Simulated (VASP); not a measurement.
# LiH (F-43m) in VASP: settings compared

LiH is run at these levels: r2SCAN, PBE; tasks: G0W0 quasiparticle levels.

Everything below comes from runs of VASP 6.6.1. Logs are shortened: lines on timing, memory, paths and dates and some standing lists are left out, and cuts for length are marked.

### 1 The cell of the first run

Symmetry: F-43m, No. 216, cubic system. The conventional cell has a = 4.290 Å, b = 4.290 Å, c = 4.290 Å, α = 90.00°, β = 90.00°, γ = 90.00°. Within 2.5 Å of Li (site symmetry -43m) lie 4 H at 1.86 Å. H (site symmetry -43m) has 4 Li at 1.86 Å within 2.5 Å.

### 2 G0W0 quasiparticle levels, r2SCAN

POSCAR

```
LiH
1.0
    0.0000000000      2.1451220101      2.1451220101
    2.1451220101      0.0000000000      2.1451220101
    2.1451220101      2.1451220101      0.0000000000
Li H
1 1
Direct
    0.0000000000      0.0000000000      0.0000000000
    0.2500000000      0.2500000000      0.2500000000
```

INCAR.step1

```
  PREC = Accurate
  ENCUT = 500
  EDIFF = 1E-8
  ISMEAR = 0
  SIGMA = 0.01
  LREAL = False
  LASPH = True
  NELM = 100
  ALGO = Normal
  LWAVE = True
  LCHARG = False
  METAGGA = R2SCAN
  LMIXTAU = True
```

INCAR.step2

```
  PREC = Accurate
  ENCUT = 500
  EDIFF = 1E-8
  ISMEAR = 0
  SIGMA = 0.01
  LREAL = False
  LASPH = True
  NELM = 1
  ALGO = Exact
  LWAVE = True
  LCHARG = False
  METAGGA = R2SCAN
  LMIXTAU = True
  NBANDS = 75
  LOPTICS = True
  ISTART = 1
```

INCAR.step3

```
  PREC = Accurate
  ENCUT = 500
  EDIFF = 1E-8
  ISMEAR = 0
  SIGMA = 0.01
  LREAL = False
  LASPH = True
  ALGO = EVGW0
  LWAVE = False
  LCHARG = False
  METAGGA = R2SCAN
  LMIXTAU = True
  NELMGW = 1
  NBANDS = 75
  ENCUTGW = 140.0
  NOMEGA = 96
  PRECFOCK = Fast
  ISTART = 1
  NBANDSGW = 9
  OMEGAMAX = 30
```

KPOINTS

```
regular mesh
0
Gamma
  6 6 6
```

Potentials or basis: VASP PAW PBE potentials, release 64 (Li_GW, H_GW).

On the command line:

```
$ cat potpaw_PBE.64/Li_GW/POTCAR potpaw_PBE.64/H_GW/POTCAR > POTCAR
$ cp INCAR.step1 INCAR
$ mpirun -np 1 vasp_std > vasp.out
$ cp INCAR.step2 INCAR
$ mpirun -np 1 vasp_std > vasp.out
$ cp INCAR.step3 INCAR
$ mpirun -np 1 vasp_std > vasp.out
```

OUTCAR:

```text
PREC = Accurate
   ENCUT = 500
   EDIFF = 1E-8
   ISMEAR = 0
   LREAL = False
   LASPH = True
   METAGGA = R2SCAN
   NELMGW = 1
   ENCUTGW = 140.0
   PRECFOCK = Fast
   ISTART = 1

 ion  position               nearest neighbor table
   1  0.000  0.000  0.000-   2 1.86   2 1.86   2 1.86   2 1.86
   2  0.250  0.250  0.250-   1 1.86   1 1.86   1 1.86   1 1.86

  LATTYP: Found a face centered cubic cell.
 ALAT       =     4.2902440202

  Lattice vectors:

 A1 = (   0.0000000000,   2.1451220101,   2.1451220101)
 A2 = (   2.1451220101,   0.0000000000,   2.1451220101)
 A3 = (   2.1451220101,   2.1451220101,   0.0000000000)

Analysis of symmetry for initial positions (statically):
=====================================================================
 Subroutine PRICEL returns:
 Original cell was already a primitive cell.

 Routine SETGRP: Setting up the symmetry group for a
 face centered cubic supercell.

 Subroutine GETGRP returns: Found 24 space group operations
 (whereof 24 operations were pure point group operations)
 out of a pool of 48 trial point group operations.

The static configuration has the point symmetry T_d .

Analysis of symmetry for dynamics (positions and initial velocities):
=====================================================================
 Subroutine PRICEL returns:
 Original cell was already a primitive cell.

 Routine SETGRP: Setting up the symmetry group for a
 face centered cubic supercell.

 Subroutine GETGRP returns: Found 24 space group operations
 (whereof 24 operations were pure point group operations)
 out of a pool of 48 trial point group operations.

The dynamic configuration has the point symmetry T_d .

 Subroutine INISYM returns: Found 24 space group operations
 (whereof 24 operations are pure point group operations),
 and found     1 'primitive' translations

----------------------------------------------------------------------------------------

                                     Primitive cell

  volume of cell :      19.7418

  direct lattice vectors                    reciprocal lattice vectors
     0.000000000  2.145122010  2.145122010    -0.233086975  0.233086975  0.233086975
     2.145122010  0.000000000  2.145122010     0.233086975 -0.233086975  0.233086975
     2.145122010  2.145122010  0.000000000     0.233086975  0.233086975 -0.233086975

  length of vectors
     3.033660640  3.033660640  3.033660640     0.403718483  0.403718483  0.403718483

  position of ions in fractional coordinates (direct lattice)
     0.000000000  0.000000000  0.000000000
     0.250000000  0.250000000  0.250000000

  ion indices of the primitive-cell ions
   primitive index   ion index
                 1           1
                 2           2

----------------------------------------------------------------------------------------

 KPOINTS: regular mesh

Automatic generation of k-mesh.
 Grid dimensions read from file:
 generate k-points for:    6    6    6

 Generating k-lattice:

  Cartesian coordinates                     Fractional coordinates (reciprocal lattice)
    -0.038847829  0.038847829  0.038847829     0.166666667  0.000000000  0.000000000
     0.038847829 -0.038847829  0.038847829     0.000000000  0.166666667  0.000000000
     0.038847829  0.038847829 -0.038847829     0.000000000  0.000000000  0.166666667

  Length of vectors
     0.067286414  0.067286414  0.067286414

  Shift w.r.t. Gamma in fractional coordinates (k-lattice)
     0.000000000  0.000000000  0.000000000

 Subroutine IBZKPT returns following result:
 ===========================================

 Found     16 irreducible k-points:

 Following reciprocal coordinates:
            Coordinates               Weight
  0.000000  0.000000  0.000000      1.000000
  0.166667  0.000000  0.000000      8.000000
  0.333333  0.000000  0.000000      8.000000
  0.500000  0.000000  0.000000      4.000000
  0.166667  0.166667  0.000000      6.000000
  0.333333  0.166667  0.000000     24.000000
[... 8 lines left out ...]
 -0.333333  0.333333  0.166667     24.000000
 -0.333333  0.500000  0.166667     12.000000
   k-points           NKPTS =     16   k-points in BZ     NKDIM =    216   number of bands    NBANDS=     75
   number of dos      NEDOS =    301   number of ions     NIONS =      2
   total plane-waves  NPLWV =  13824
   dimension x,y,z NGX =    24 NGY =   24 NGZ =   24
   dimension x,y,z NGXF=    48 NGYF=   48 NGZF=   48
   ions per type =               1   1
   NGX,Y,Z   is equivalent  to a cutoff of  13.15, 13.15, 13.15 a.u.
   NGXF,Y,Z  is equivalent  to a cutoff of  26.30, 26.30, 26.30 a.u.
 SYSTEM =  unknown system
   PREC   = accura    normal or accurate (medium, high low for compatibility)
   ISTART =      1    job   : 0-new  1-cont  2-samecut
   ICHARG =      0    charge: 1-file 2-atom 10-const
   ISPIN  =      1    spin polarized calculation?
   LNONCOLLINEAR =      F non collinear calculations
   LSORBIT =      F    spin-orbit coupling
   LASPH  =      T    aspherical Exc in radial PAW
   ENCUT  =  500.0 eV  36.75 Ry    6.06 a.u.   5.53  5.53  5.53*2*pi/ulx,y,z
   NELM   =     60;   NELMIN=  2; NELMDL=  0     # of ELM steps
   EDIFF  = 0.1E-07   stopping-criterion for ELM
   LREAL  =      F    real-space projection
   EDIFFG = 0.1E-06   stopping-criterion for IOM
   NSW    =      0    number of steps for IOM
   IBRION =     -1    ionic relax: 0-MD 1-quasi-New 2-CG
   NFREE  =      0    steps in history (QN), initial steepest desc. (CG)
   ISIF   =      0    stress and relaxation
   ISYM   =      3    0-nonsym 1-usesym 2-fastsym
   POTIM  = 0.5000    time-step for ionic-motion
   TEBEG  =    0.0;   TEEND  =   0.0 temperature during run
   PSTRESS=    0.0 pullay stress
   NELECT =       2.0000    total number of electrons
   NUPDOWN=      -1.0000    fix difference up-down
   EMIN   =  10.00;   EMAX   =-10.00  energy-range for DOS
   EFERMI =   0.00;   METHOD = LEGACY
   ISMEAR =     0;   SIGMA  =   0.01  broadening in eV -4-tet -1-fermi 0-gaus
   EFERMI_NEDOS =   21; number of points for ismear=-14 and -15
   IALGO  =     38    algorithm
   IMIX   =      4    mixing-type and parameters
     AMIX     =   0.40;   BMIX     =  1.00
     AMIX_MAG =   1.60;   BMIX_MAG =  1.00
  volume/ion in A,a.u.               =       9.87        66.61
  Fermi-wavevector in a.u.,A,eV,Ry     =   0.763173  1.442187  7.924476  0.582433
  Thomas-Fermi vector in A             =   1.862796
   LORBIT       =      0    0 simple, 1 ext, 2 COOP (PROOUT), +10 PAW based schemes
   METAGGA = R2SCAN    functional components
   LHFCALC =     T    Hartree Fock is set to
   PRECFOCK=fast      Normal, Fast or Accurate (Low or Medium for compatibility)
   ENCUT4O =  -1.0   cutoff for four orbital integrals eV
   NKREDX  =     1    reduce k-point grid by
   NKREDY  =     1    reduce k-point grid by
   NKREDZ  =     1    reduce k-point grid by
   AEXX    =    1.0000 exact exchange contribution
   HFSCREEN=    0.0000 screening length (either q_TF or 0.3 A-1)
   HFSCREENC=   0.0000 screening length for correlation (either q_TF or 0.3 A-1)
   ENCUTFOCK=  -1.0 apply spherical cutoff to Coloumb kernel
   IVDW    =     0    specifies the selected vdW correction
   LEPSILON=     F    determine dielectric tensor
   LRPA    =     F    only Hartree local field effects (RPA)
   LRPAFORCE           =     F    calculate RPA forces
   ENCUTGW             = 140.0    cutoff for response function in eV
   ENCUTGWSOFT         = 112.0    soft cutoff for Coulomb kernel in GW response function in eV
   ENCUTLF             =  -1.0    cutoff for local field effects
   NELMGW              =     1    number of iterations in solving QP/BSE equation
   NELMHF              =     1    number of iterations in the inner HF iteration
   NKREDLFX            =     1    NKREDLFY  =   1   NKREDLFZ  =   1
 non-spin polarized calculation
 Gauss-broadening in eV      SIGMA  =   0.01
  energy-cutoff  :      500.00
  volume of cell :       19.74
 maximum number of plane-waves:       531
 NGX is ok and might be reduce to    24
  NGX = 14; NGY = 14; NGZ = 14
   NGX = 11   NGY = 11   NGZ = 11
 maximum number of plane-waves:        80
 NGX is ok and might be reduce to    14

 QP shifts <psi_nk| G(iteration)W_0 |psi_nk>: iteration 1
 for sc-GW calculations column KS-energies equals QP-energies in previous step
 and V_xc(KS)=  KS-energies - (<T + V_ion + V_H > + <T+V_H+V_ion>^1  + <V_x>^1)

 k-point   1 :       0.0000    0.0000    0.0000
  band No.  KS-energies  QP-energies   sigma(KS)   V_xc(KS)     V^pw_x(r,r')   Z            occupation Imag(sigma)

      1      -7.9641      -9.5928     -11.7075      -9.3850     -14.5437       0.7013       2.0000       0.2072
      2       9.9307      10.2866      -8.7906      -9.2709      -4.0130       0.7410       0.0000      -0.6683
      3      14.4622      14.9336      -5.5226      -6.1375      -0.9847       0.7666       0.0000      -0.6000
      4      14.4622      14.9336      -5.5226      -6.1375      -0.9847       0.7666       0.0000      -0.6000
      5      14.4622      14.9336      -5.5226      -6.1375      -0.9847       0.7666       0.0000      -0.6000
      6      16.3863      17.2198      -6.3828      -7.3499      -1.8151       0.8619       0.0000      -1.2741
      7      16.3863      17.2198      -6.3828      -7.3499      -1.8151       0.8619       0.0000      -1.2741
      8      16.3863      17.2198      -6.3828      -7.3499      -1.8151       0.8619       0.0000      -1.2741
      9      24.0785      23.9085      -4.9275      -4.7433      -0.5615       0.9228       0.0000      -1.6270

 k-point   2 :       0.1667    0.0000    0.0000
  band No.  KS-energies  QP-energies   sigma(KS)   V_xc(KS)     V^pw_x(r,r')   Z            occupation Imag(sigma)

      1      -7.5103      -9.1406     -11.7596      -9.4761     -14.4007       0.7139       2.0000       0.1802
      2       7.1641       7.7223      -7.4600      -8.2101      -3.3715       0.7441       0.0000      -0.2668
      3      12.7058      13.1708      -6.7115      -7.2974      -2.0790       0.7936       0.0000      -0.7666
      4      13.1127      13.7502      -5.7592      -6.5725      -1.3589       0.7839       0.0000      -0.5993
      5      13.1127      13.7502      -5.7592      -6.5725      -1.3589       0.7839       0.0000      -0.5993
      6      18.1378      18.8761      -6.1369      -7.0032      -1.4892       0.8522       0.0000      -1.3035
      7      18.1378      18.8761      -6.1369      -7.0032      -1.4892       0.8522       0.0000      -1.3035
      8      20.7608      20.8914      -5.1354      -5.2894      -0.7050       0.8472       0.0000      -1.3171
      9      21.7755      22.1459      -5.2565      -5.6692      -0.8756       0.8976       0.0000      -1.7579

 k-point   3 :       0.3333    0.0000    0.0000
  band No.  KS-energies  QP-energies   sigma(KS)   V_xc(KS)     V^pw_x(r,r')   Z            occupation Imag(sigma)

      1      -6.2693      -7.8572     -12.0054      -9.8636     -14.1637       0.7414       2.0000       0.1257
      2       2.7189       3.3821      -6.5086      -7.3400      -3.2472       0.7977       0.0000      -0.1039
      3      12.1491      12.9027      -5.7864      -6.7418      -1.5145       0.7887       0.0000      -0.4943
      4      12.1491      12.9027      -5.7864      -6.7418      -1.5145       0.7887       0.0000      -0.4943
      5      12.9691      13.2704      -7.2281      -7.6138      -2.4615       0.7813       0.0000      -0.8872
      6      16.7627      17.1246      -5.9554      -6.3865      -1.2916       0.8395       0.0000      -1.2520
      7      16.7627      17.1246      -5.9554      -6.3865      -1.2916       0.8395       0.0000      -1.2520
      8      19.5169      19.7118      -5.2785      -5.5089      -0.8240       0.8458       0.0000      -1.2712
      9      24.8660      25.5739      -5.3296      -6.0881      -0.9513       0.9332       0.0000      -1.8927
[... 147 lines left out ...]
      1      -4.4820      -5.9764     -12.9407     -10.9832     -14.6133       0.7634       2.0000       0.0790
      2       1.5643       2.1918      -5.5888      -6.3633      -2.4579       0.8100       0.0000      -0.0884
      3       5.5986       6.2065      -5.7623      -6.5438      -2.1023       0.7778       0.0000      -0.1505
      4       8.2446       8.9207      -5.9460      -6.8121      -2.0196       0.7807       0.0000      -0.2536
      5      14.2437      14.6228      -6.3419      -6.8314      -1.6576       0.7744       0.0000      -0.8105
      6      17.0464      17.4604      -6.1001      -6.6037      -1.4296       0.8220       0.0000      -1.1747
      7      20.2895      20.8848      -5.6761      -6.3616      -1.1297       0.8685       0.0000      -1.4776
      8      23.1762      23.5825      -5.4066      -5.8727      -0.8445       0.8717       0.0000      -1.7292
      9      27.1328      28.1971      -5.6706      -6.7955      -1.2861       0.9461       0.0000      -2.1223

 k-point  16 :      -0.3333    0.5000    0.1667
  band No.  KS-energies  QP-energies   sigma(KS)   V_xc(KS)     V^pw_x(r,r')   Z            occupation Imag(sigma)

      1      -4.2610      -5.7402     -13.0339     -11.1035     -14.6513       0.7663       2.0000       0.0760
      2       3.3508       4.0396      -5.7317      -6.5839      -2.5032       0.8082       0.0000      -0.0989
      3       3.3813       3.9633      -5.4453      -6.1771      -1.9383       0.7952       0.0000      -0.1174
      4       7.4629       8.1692      -5.9385      -6.8457      -2.1243       0.7786       0.0000      -0.2070
      5      12.7564      13.2423      -6.4104      -7.0259      -1.8736       0.7894       0.0000      -0.7552
      6      16.7313      16.8955      -5.5780      -5.7774      -0.8962       0.8236       0.0000      -1.0801
      7      20.9274      21.6706      -6.1599      -7.0084      -1.5212       0.8759       0.0000      -1.6216
      8      25.4561      25.9332      -5.2171      -5.7188      -0.7619       0.9511       0.0000      -1.9577
      9      30.5870      31.7196      -5.5298      -6.8084      -1.1527       0.8858       0.0000      -2.2223
```

Run time: 2.2 min. Hardware: 1 thread of Intel Xeon 6975P-C (Granite Rapids), shared host; peak memory 0.33 GiB.

What came out:

```yaml
Quasiparticle_gap: 6.87 eV
Least_direct_quasiparticle_gap: 7.92 eV
Band_gap_of_the_starting_levels_on_the_mesh: 4.79 eV
Least_direct_gap_of_the_starting_levels_on_the_mesh: 5.78 eV
```

Caveat: the k points lie up to 0.42 Å⁻¹ apart; bands, screening cutoff and mesh are small and nothing is extrapolated, so the quasiparticle values aren't converged; the structure was generated, so it needn't be the stable form of LiH.

(Part 1 of 2 ends here.)
